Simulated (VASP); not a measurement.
**Pb: single point with revPBE**

Crystal: Pb.

```
Pb
1.0
     3.14776    0.00000    0.00000
     0.00000    3.14776    0.00000
     0.00000    0.00000    3.14776
Pb
1
Direct
  0.00000 0.00000 0.00000
```

This cell differs from its parent crystal: volume scaled by 0.88.

- Program: VASP 6.6.1
- Task: single point
- Functional: revPBE
- Potentials or basis: VASP PAW PBE potentials, release 64 (Pb_d)
- Cutoff: 520 eV
- k mesh: 11 × 11 × 11
- Occupations: fermi-dirac, width 0.1 eV
- Spin: no spin polarisation

```json
{
 "Pressure": "5.7 GPa",
 "Band gap on the k mesh": "zero (band 7 reaches 12.05 eV, above the bottom of band 8 at 5.00 eV)"
}
```

Levels at points of the mesh, in eV from the Fermi level:
```
           k point  band 3  band 4  band 5  band 6  band 7  band 8  band 9  band 10  band 11  band 12
(0.00, 0.00, 0.00)  -16.64  -16.64  -16.64  -11.66    5.27    5.27    5.27     8.42     9.74     9.74
```

It took 9.5 s on 1 thread of AMD EPYC 7R13 Processor (Zen 3), with other jobs on the host, peak memory 0.12 GiB.

Caveat: the PAW data sets were made with another functional, which shifts forces and pressure a little; spin-orbit coupling is left out, which moves the levels of the heavy elements.
